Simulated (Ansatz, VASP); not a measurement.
**Two plane-wave programs on Ca**

```
CELL_PARAMETERS angstrom
3.85241 0.00000 0.00000
-1.92620 3.33628 0.00000
0.00000 0.00000 6.62633
ATOMIC_POSITIONS crystal
Ca 0.66667 0.33333 0.75000
Ca 0.33333 0.66667 0.25000
```

Change from the starting cell: strain along c alone, the other axes held, atoms relaxed: +4.5 %.

Alike in both runs: task single point; functional PBEsol; k mesh 12 × 12 × 8; occupations gaussian, width 0.1 eV; no spin polarisation.

|  | VASP | Ansatz |
| --- | --- | --- |
| version | VASP 6.6.1 | Ansatz 0.2.0 |
| potentials or method | VASP PAW PBE potentials, release 64 (Ca_sv), cutoff 520 eV | scalar-relativistic, plane waves, PAW |
| valence electrons in the cell | 20 | 20 |

|  | VASP | Ansatz | Ansatz less VASP |
| --- | --- | --- | --- |
| gap on the k mesh at the Fermi level (eV) | none | none | - |
| pressure (GPa) | -0.7 | -0.7 | 0.00 |
| traceless stress, the component that is largest in VASP (GPa) | -0.93 | -0.93 | +0.001 |

VASP's potentials were made for PBE, not for PBEsol. A gap of «none» marks a metal or a gap that the smearing closes.
